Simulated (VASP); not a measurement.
# SrTl (Pm-3m) in VASP: further runs

SrTl is run at these levels: LDA; tasks: single point.

Program: VASP 6.6.1. These are calculated values, not measurements. Logs are shortened: lines on timing, memory, paths and dates and some standing lists are left out, and cuts for length are marked.

## (1) The cell of the first run

Symmetry: Pm-3m, No. 221, cubic system. The conventional cell has a = 2.994 Å, b = 2.994 Å, c = 2.994 Å, α = 90.00°, β = 90.00°, γ = 90.00°. Within 3.4 Å of Sr (site symmetry m-3m) lie 8 Tl at 2.59 Å and 6 Sr at 2.99 Å. Within 3.4 Å of Tl (site symmetry m-3m) lie 8 Sr at 2.59 Å and 6 Tl at 2.99 Å.

## (2) Single point, LDA (volume scaled by 0.4)

File INCAR:

```
SYSTEM = SrTl
PREC     = Accurate       ! precision mode
ENCUT    = 520            ! plane-wave cutoff, eV
EDIFF    = 1E-7           ! SCF threshold, eV
ISMEAR   = -1             ! smearing method
SIGMA    = 0.05           ! smearing width, eV
LREAL    = .FALSE.        ! projectors in reciprocal space
LASPH    = .TRUE.         ! aspherical terms in the spheres
NELM     = 60             ! most SCF steps
ALGO     = Normal         ! electronic algorithm
ISIF     = 2              ! what is computed and relaxed
LWAVE    = .FALSE.        ! write WAVECAR
LCHARG   = .TRUE.         ! write CHGCAR
GGA      = CA             ! functional
LELF     = .TRUE.         ! ELF
LVHAR    = .TRUE.       
NBANDS   = 18             ! bands
```

File KPOINTS:

```
regular mesh
0
G
  9 9 9
  0 0 0
```

File POSCAR:

```
SrTl
1.0
    2.9935356779      0.0000000000      0.0000000000
    0.0000000000      2.9935356779      0.0000000000
    0.0000000000      0.0000000000      2.9935356779
Sr Tl
1 1
Direct
    0.0000000000      0.0000000000      0.0000000000
    0.5000000000      0.5000000000      0.5000000000
```

Potentials or basis: VASP PAW LDA potentials, release 64 (Sr_sv, Tl_d).

Started as:

```bash
cat potpaw_LDA.64/Sr_sv/POTCAR potpaw_LDA.64/Tl_d/POTCAR > POTCAR
mpirun -np 1 vasp_std > vasp.out
```

OUTCAR:

```text
SYSTEM = SrTl
   PREC = Accurate
   ENCUT = 520
   EDIFF = 1E-7
   ISMEAR = -1
   LREAL = .FALSE.
   LASPH = .TRUE.
   NELM = 60
   ISIF = 2
   GGA = CA

 ion  position               nearest neighbor table
   1  0.000  0.000  0.000-   2 2.59   2 2.59   2 2.59   2 2.59   2 2.59   2 2.59   2 2.59   2 2.59

   2  0.500  0.500  0.500-   1 2.59   1 2.59   1 2.59   1 2.59   1 2.59   1 2.59   1 2.59   1 2.59

  LATTYP: Found a simple cubic cell.
 ALAT       =     2.9935356779

  Lattice vectors:

 A1 = (   2.9935356779,   0.0000000000,   0.0000000000)
 A2 = (   0.0000000000,   2.9935356779,   0.0000000000)
 A3 = (   0.0000000000,   0.0000000000,   2.9935356779)

Analysis of symmetry for initial positions (statically):
=====================================================================
 Subroutine PRICEL returns:
 Original cell was already a primitive cell.

 Routine SETGRP: Setting up the symmetry group for a
 simple cubic supercell.

 Subroutine GETGRP returns: Found 48 space group operations
 (whereof 48 operations were pure point group operations)
 out of a pool of 48 trial point group operations.

The static configuration has the point symmetry O_h .

Analysis of symmetry for dynamics (positions and initial velocities):
=====================================================================
 Subroutine PRICEL returns:
 Original cell was already a primitive cell.

 Routine SETGRP: Setting up the symmetry group for a
 simple cubic supercell.

 Subroutine GETGRP returns: Found 48 space group operations
 (whereof 48 operations were pure point group operations)
 out of a pool of 48 trial point group operations.

The dynamic configuration has the point symmetry O_h .

 Subroutine INISYM returns: Found 48 space group operations
 (whereof 48 operations are pure point group operations),
 and found     1 'primitive' translations

----------------------------------------------------------------------------------------

                                     Primitive cell

  volume of cell :      26.8258

  direct lattice vectors                    reciprocal lattice vectors
     2.993535678  0.000000000  0.000000000     0.334053142  0.000000000  0.000000000
     0.000000000  2.993535678  0.000000000     0.000000000  0.334053142  0.000000000
     0.000000000  0.000000000  2.993535678     0.000000000  0.000000000  0.334053142

  length of vectors
     2.993535678  2.993535678  2.993535678     0.334053142  0.334053142  0.334053142

  position of ions in fractional coordinates (direct lattice)
     0.000000000  0.000000000  0.000000000
     0.500000000  0.500000000  0.500000000

  ion indices of the primitive-cell ions
   primitive index   ion index
                 1           1
                 2           2

----------------------------------------------------------------------------------------

 KPOINTS: regular mesh

Automatic generation of k-mesh.
 Grid dimensions read from file:
 generate k-points for:    9    9    9

 Generating k-lattice:

  Cartesian coordinates                     Fractional coordinates (reciprocal lattice)
     0.037117016  0.000000000  0.000000000     0.111111111  0.000000000  0.000000000
     0.000000000  0.037117016  0.000000000     0.000000000  0.111111111  0.000000000
     0.000000000  0.000000000  0.037117016     0.000000000  0.000000000  0.111111111

  Length of vectors
     0.037117016  0.037117016  0.037117016

  Shift w.r.t. Gamma in fractional coordinates (k-lattice)
     0.000000000  0.000000000  0.000000000

 Subroutine IBZKPT returns following result:
 ===========================================

 Found     35 irreducible k-points:

 Following reciprocal coordinates:
            Coordinates               Weight
  0.000000  0.000000  0.000000      1.000000
  0.111111  0.000000  0.000000      6.000000
  0.222222  0.000000  0.000000      6.000000
  0.333333  0.000000  0.000000      6.000000
  0.444444  0.000000  0.000000      6.000000
  0.111111  0.111111  0.000000     12.000000
[... 16 lines left out ...]
  0.333333  0.333333  0.111111     24.000000
  0.444444  0.333333  0.111111     48.000000
 [... further k-points ...]
   k-points           NKPTS =     35   k-points in BZ     NKDIM =     35   number of bands    NBANDS=     18
   number of dos      NEDOS =    301   number of ions     NIONS =      2
   total plane-waves  NPLWV =  13824
   dimension x,y,z NGX =    24 NGY =   24 NGZ =   24
   dimension x,y,z NGXF=    48 NGYF=   48 NGZF=   48
   ions per type =               1   1
   NGX,Y,Z   is equivalent  to a cutoff of  13.33, 13.33, 13.33 a.u.
   NGXF,Y,Z  is equivalent  to a cutoff of  26.66, 26.66, 26.66 a.u.
 SYSTEM =  SrTl
   PREC   = accura    normal or accurate (medium, high low for compatibility)
   ISTART =      0    job   : 0-new  1-cont  2-samecut
   ICHARG =      2    charge: 1-file 2-atom 10-const
   ISPIN  =      1    spin polarized calculation?
   LNONCOLLINEAR =      F non collinear calculations
   LSORBIT =      F    spin-orbit coupling
   LASPH  =      T    aspherical Exc in radial PAW
   ENCUT  =  520.0 eV  38.22 Ry    6.18 a.u.   5.57  5.57  5.57*2*pi/ulx,y,z
   NELM   =     60;   NELMIN=  2; NELMDL= -5     # of ELM steps
   EDIFF  = 0.1E-06   stopping-criterion for ELM
   LREAL  =      F    real-space projection
   EDIFFG = 0.1E-05   stopping-criterion for IOM
   NSW    =      0    number of steps for IOM
   IBRION =     -1    ionic relax: 0-MD 1-quasi-New 2-CG
   NFREE  =      0    steps in history (QN), initial steepest desc. (CG)
   ISIF   =      2    stress and relaxation
   ISYM   =      2    0-nonsym 1-usesym 2-fastsym
   POTIM  = 0.5000    time-step for ionic-motion
   TEBEG  =    0.0;   TEEND  =   0.0 temperature during run
   PSTRESS=    0.0 pullay stress
   NELECT =      23.0000    total number of electrons
   NUPDOWN=      -1.0000    fix difference up-down
   EMIN   =  10.00;   EMAX   =-10.00  energy-range for DOS
   EFERMI =   0.00;   METHOD = LEGACY
   ISMEAR =    -1;   SIGMA  =   0.05  broadening in eV -4-tet -1-fermi 0-gaus
   EFERMI_NEDOS =   21; number of points for ismear=-14 and -15
   IALGO  =     38    algorithm
   IMIX   =      4    mixing-type and parameters
     AMIX     =   0.40;   BMIX     =  1.00
     AMIX_MAG =   1.60;   BMIX_MAG =  1.00
  volume/ion in A,a.u.               =      13.41        90.51
  Fermi-wavevector in a.u.,A,eV,Ry     =   1.555248  2.938993 32.909725  2.418797
  Thomas-Fermi vector in A             =   2.659217
   LORBIT       =      0    0 simple, 1 ext, 2 COOP (PROOUT), +10 PAW based schemes
   GGA     = CA    functional components
   LHFCALC =     F    Hartree Fock is set to
   AEXX    =    0.0000 exact exchange contribution
   IVDW    =     0    specifies the selected vdW correction
   LEPSILON=     F    determine dielectric tensor
   LRPA    =     F    only Hartree local field effects (RPA)
 non-spin polarized calculation
  energy-cutoff  :      520.00
  volume of cell :       26.83
 maximum number of plane-waves:       739
 NGX is ok and might be reduce to    24
   NGX = 11   NGY = 11   NGZ = 11

 number of electron      23.0000004 magnetization

 Free energy of the ion-electron system (eV)
  ---------------------------------------------------
  ext. energy  EPLUGINS =         0.00000000
  ---------------------------------------------------
  free energy    TOTEN  =         4.26531068 eV

  energy without entropy =        4.27521237  energy(sigma->0) =        4.27026153

 E-fermi :  14.3384     XC(G=0): -14.1543

 val. band max:       14.2500930480   @ k =   0.4444   0.3333   0.1111
 cond. band min:      14.3492754542   @ k =   0.1111   0.0000   0.0000
 fundamental gap:      0.0991824062
 Fermi energy:        14.3384221761

 k-point     1 :       0.0000    0.0000    0.0000
  band No.  band energies     occupation
      1     -21.6366      2.00000
      2      -2.9226      2.00000
      3      -2.9226      2.00000
      4      -2.9226      2.00000
      5      -1.0551      2.00000
      6      -1.0551      2.00000
[... 10 lines left out ...]
     17      23.0116      0.00000
     18      23.0116      0.00000

 k-point     2 :       0.1111    0.0000    0.0000
  band No.  band energies     occupation
      1     -21.5804      2.00000
      2      -3.6610      2.00000
      3      -3.0137      2.00000
      4      -3.0137      2.00000
      5      -1.0158      2.00000
      6      -0.7061      2.00000
[... 10 lines left out ...]
     17      24.9093      0.00000
     18      24.9093      0.00000

 k-point     3 :       0.2222    0.0000    0.0000
  band No.  band energies     occupation
      1     -21.4340      2.00000
      2      -4.9716      2.00000
      3      -3.2241      2.00000
      4      -3.2241      2.00000
      5      -0.9143      2.00000
      6      -0.0490      2.00000
[... 10 lines left out ...]
     17      26.8027      0.00000
     18      26.8611      0.00000

 k-point     4 :       0.3333    0.0000    0.0000
  band No.  band energies     occupation
      1     -21.2591      2.00000
      2      -6.0994      2.00000
      3      -3.4368      2.00000
      4      -3.4368      2.00000
      5      -0.7946      2.00000
      6       0.6649      2.00000
[... 10 lines left out ...]
     17      26.3373      0.00000
     18      28.9578      0.00000

 k-point     5 :       0.4444    0.0000    0.0000
  band No.  band energies     occupation
      1     -21.1396      2.00000
      2      -6.7333      2.00000
      3      -3.5643      2.00000
      4      -3.5643      2.00000
      5      -0.7139      2.00000
      6       0.7913      2.00000
[... 10 lines left out ...]
     17      26.1197      0.00000
     18      29.4727      0.00000

 k-point     6 :       0.1111    0.1111    0.0000
  band No.  band energies     occupation
      1     -21.5265      2.00000
      2      -3.8765      2.00000
      3      -3.4432      2.00000
      4      -3.0700      2.00000
      5      -0.8514      2.00000
      6      -0.5196      2.00000
[... 10 lines left out ...]
     17      24.9326      0.00000
     18      26.1203      0.00000

 k-point     7 :       0.2222    0.1111    0.0000
  band No.  band energies     occupation
      1     -21.3861      2.00000
      2      -4.9460      2.00000
      3      -3.6191      2.00000
      4      -3.2097      2.00000
      5      -0.7510      2.00000
      6       0.0447      2.00000
[... 10 lines left out ...]
     17      26.0241      0.00000
     18      27.2469      0.00000

 k-point     8 :       0.3333    0.1111    0.0000
  band No.  band energies     occupation
      1     -21.2187      2.00000
      2      -5.9927      2.00000
      3      -3.7166      2.00000
      4      -3.3635      2.00000
      5      -0.6791      2.00000
      6       0.6177      2.00000
[... 10 lines left out ...]
     17      26.3500      0.00000
     18      27.4419      0.00000
[... 229 lines left out ...]
     17      26.1721      0.00000
     18      27.5445      0.00000

 k-point    20 :       0.2222    0.2222    0.1111
  band No.  band energies     occupation
      1     -21.2173      2.00000
      2      -4.9548      2.00000
      3      -4.3181      2.00000
      4      -3.6065      2.00000
      5      -0.3729      2.00000
      6       0.1133      2.00000
[... 10 lines left out ...]
     17      25.7562      0.00000
     18      28.1980      0.00000

 k-point    21 :       0.3333    0.2222    0.1111
  band No.  band energies     occupation
      1     -21.0729      2.00000
      2      -5.6314      2.00000
      3      -4.4096      2.00000
      4      -3.4987      2.00000
      5      -0.3387      2.00000
      6       0.2435      2.00000
[... 10 lines left out ...]
     17      25.8410      0.00000
     18      27.2496      0.00000

 k-point    22 :       0.4444    0.2222    0.1111
  band No.  band energies     occupation
      1     -20.9752      2.00000
      2      -6.1290      2.00000
      3      -4.4056      2.00000
      4      -3.3635      2.00000
      5      -0.3300      2.00000
      6       0.2608      2.00000
[... 10 lines left out ...]
     17      25.9851      0.00000
     18      26.6571      0.00000

 k-point    23 :       0.3333    0.3333    0.1111
  band No.  band energies     occupation
      1     -20.9491      2.00000
      2      -5.4640      2.00000
      3      -4.9823      2.00000
      4      -3.3486      2.00000
      5      -0.2635      2.00000
      6       0.2212      2.00000
[... 10 lines left out ...]
     17      25.0461      0.00000
     18      26.5564      0.00000

 k-point    24 :       0.4444    0.3333    0.1111
  band No.  band energies     occupation
      1     -20.8656      2.00000
      2      -5.7075      2.00000
      3      -4.9900      2.00000
      4      -3.1854      2.00000
      5      -0.3035      2.00000
      6       0.0327      2.00000
[... 10 lines left out ...]
     17      24.4030      0.00000
     18      26.4836      0.00000

 [... further k-points ...]

------------------------ aborting loop because EDIFF is reached ----------------------------------------

  FORCE on cell =-STRESS in cart. coord.  units (eV):
  Direction    XX          YY          ZZ          XY          YZ          ZX
  --------------------------------------------------------------------------------------
  -------------------------------------------------------------------------------------
  Total       32.3129232     32.3129232     32.3129232     -0.0000000      0.0000000     -0.0000000
  in kB     1929.8942658   1929.8942658   1929.8942658     -0.0000000      0.0000000     -0.0000000
  external PRESSURE =    1929.8942658 kB  Pullay stress =       0.0000000 kB

 VOLUME and BASIS-vectors are now :
 -----------------------------------------------------------------------------
  energy-cutoff  :      520.00
  volume of cell :       26.83
      direct lattice vectors                 reciprocal lattice vectors
     2.993535678  0.000000000  0.000000000     0.334053142  0.000000000  0.000000000
     0.000000000  2.993535678  0.000000000     0.000000000  0.334053142  0.000000000
     0.000000000  0.000000000  2.993535678     0.000000000  0.000000000  0.334053142

 POSITION                                       TOTAL-FORCE (eV/Angst)
 -----------------------------------------------------------------------------------
      0.00000      0.00000      0.00000         0.000000      0.000000      0.000000
      1.49677      1.49677      1.49677         0.000000      0.000000      0.000000
 -----------------------------------------------------------------------------------
    total drift:                                0.000000     -0.000000     -0.000000

  FREE ENERGIE OF THE ION-ELECTRON SYSTEM (eV)
  ---------------------------------------------------
  free  energy   TOTEN  =         4.2653106800 eV

  energy  without entropy=        4.2752123730  energy(sigma->0) =        4.27026153
```

It took 9.1 s on 1 thread of Intel Xeon Platinum 8259CL at 2.50GHz (Skylake/Cascade Lake), shared host; peak memory 0.14 GiB.

What came out:

```
Free energy : 4.2653 eV
Pressure    : 193.0 GPa
```

Caveat: the cell differs from its parent crystal (volume scaled by 0.4); spin-orbit coupling is left out, which moves the levels of the heavy elements.

## (3) Single point, LDA (volume scaled by 0.65)

File INCAR:

```
SYSTEM = SrTl
PREC = Accurate
ENCUT = 520
EDIFF = 1E-6
ISMEAR = -1
SIGMA = 0.05
LREAL = .FALSE.
LASPH = .TRUE.
NELM = 100
ALGO = Normal
ISIF = 2
LWAVE = .FALSE.
LCHARG = .FALSE.
GGA = CA
NBANDS = 18
```

File KPOINTS:

```
Automatic mesh
0
G
  9 9 9
  0 0 0
```

File POSCAR:

```
SrTl
1.0
    3.5194021392      0.0000000000      0.0000000000
    0.0000000000      3.5194021392      0.0000000000
    0.0000000000      0.0000000000      3.5194021392
Sr Tl
1 1
Direct
    0.0000000000      0.0000000000      0.0000000000
    0.5000000000      0.5000000000      0.5000000000
```

Potentials or basis: VASP PAW LDA potentials, release 64 (Sr_sv, Tl_d).

Started as:

```bash
cat potpaw_LDA.64/Sr_sv/POTCAR potpaw_LDA.64/Tl_d/POTCAR > POTCAR
mpirun -np 1 vasp_std > vasp.out
```

Wall time 17 s (1 thread of Intel Xeon Platinum 8259CL at 2.50GHz (Skylake/Cascade Lake), shared host); peak memory 0.16 GiB.

It converged, with:

* Free energy: -4.7189 eV
* Pressure: 28.5 GPa

Levels at points of the mesh, in eV from the Fermi level:
```tsv
k point	band 8	band 9	band 10	band 11	band 12	band 13	band 14	band 15
(0.00, 0.00, 0.00)	-11.93	-11.93	-9.66	0.86	0.86	4.31	4.31	4.31
```

Caveat: the cell differs from its parent crystal (volume scaled by 0.65); spin-orbit coupling is left out, which moves the levels of the heavy elements.

## (4) Single point, LDA (volume scaled by 0.85)

File INCAR:

```
SYSTEM = SrTl
PREC = Accurate ; ENCUT = 520
EDIFF = 1E-6 ; ISMEAR = -1
SIGMA = 0.05 ; LREAL = .False.
LASPH = .True. ; NELM = 60
ALGO = Normal ; ISIF = 2
LWAVE = .False. ; LCHARG = .False.
GGA = CA ; NBANDS = 18
```

File KPOINTS:

```
regular mesh
0
Gamma
  9 9 9
  0 0 0
```

File POSCAR:

```
SrTl
1.0
    3.8486115898      0.0000000000      0.0000000000
    0.0000000000      3.8486115898      0.0000000000
    0.0000000000      0.0000000000      3.8486115898
Sr Tl
1 1
Direct
    0.0000000000      0.0000000000      0.0000000000
    0.5000000000      0.5000000000      0.5000000000
```

Started as:

```bash
cat potpaw_LDA.64/Sr_sv/POTCAR potpaw_LDA.64/Tl_d/POTCAR > POTCAR
mpirun -np 1 vasp_std > vasp.out
```

Run time: 23 s. Hardware: 1 thread of Intel Xeon Platinum 8259CL at 2.50GHz (Skylake/Cascade Lake), shared host; peak memory 0.17 GiB.

The run converged. Its results:

| Quantity | Value |
| --- | --- |
| Free energy | -5.8369 eV |
| Pressure | 3.5 GPa |

Levels at points of the mesh, in eV from the Fermi level:
```tsv
k point	band 8	band 9	band 10	band 11	band 12	band 13	band 14	band 15
(0.00, 0.00, 0.00)	-11.50	-11.50	-8.49	1.11	1.11	3.25	3.25	3.25
```

Caveat: the cell differs from its parent crystal (volume scaled by 0.85); spin-orbit coupling is left out, which moves the levels of the heavy elements.

## (5) Single point, LDA

This run uses another cell than the first one, of 33.53 Å³/atom, 2.500 times its volume.

File INCAR:

```
  ALGO = Normal
  EDIFF = 1E-6
  ENCUT = 520
  GGA = CA
  ISIF = 2
  ISMEAR = -1
  LASPH = T
  LCHARG = F
  LREAL = F
  LWAVE = F
  NBANDS = 18
  NELM = 60
  PREC = Accurate
  SIGMA = 0.05
```

File KPOINTS:

```
k-points
0
Gamma
  9 9 9
```

File POSCAR:

```
SrTl
1.0
    4.0628529900      0.0000000000      0.0000000000
    0.0000000000      4.0628529900      0.0000000000
    0.0000000000      0.0000000000      4.0628529900
Sr Tl
1 1
Direct
    0.0000000000      0.0000000000      0.0000000000
    0.5000000000      0.5000000000      0.5000000000
```

Started as:

```bash
cat potpaw_LDA.64/Sr_sv/POTCAR potpaw_LDA.64/Tl_d/POTCAR > POTCAR
mpirun -np 1 vasp_std > vasp.out
```

It took 24 s on 1 thread of Intel Xeon Platinum 8259CL at 2.50GHz (Skylake/Cascade Lake), shared host; peak memory 0.17 GiB.

Results (log left out):

```
Free energy : -5.8499 eV
Pressure    : -2.2 GPa
```

Levels at points of the mesh, in eV from the Fermi level:
```
           k point  band 7  band 8  band 9  band 10  band 11  band 12  band 13  band 14  band 15  band 16
(0.00, 0.00, 0.00)  -11.35  -11.35  -11.35    -7.87     1.17     1.17     2.76     2.76     2.76     4.10
```

Caveat: spin-orbit coupling is left out, which moves the levels of the heavy elements.

## (6) The runs side by side

| cell | gap on the mesh (eV) | pressure (GPa) |
| --- | --- | --- |
| a = 2.994 Å, 2 atoms | none | 193.0 |
| a = 3.519 Å, 2 atoms | none | 28.5 |
| a = 3.849 Å, 2 atoms | none | 3.5 |
| a = 4.063 Å, 2 atoms | none | -2.2 |

Alike in all rows: task single point; level LDA; potentials or basis VASP PAW LDA potentials, release 64 (Sr_sv, Tl_d); no spin polarisation; k mesh 9 × 9 × 9; cutoff (eV) 520; smearing fermi-dirac 0.05 eV.

Caveats: spin-orbit coupling is left out, which moves the levels of the heavy elements.

Absolute energies hang on the potentials; compare differences alone.
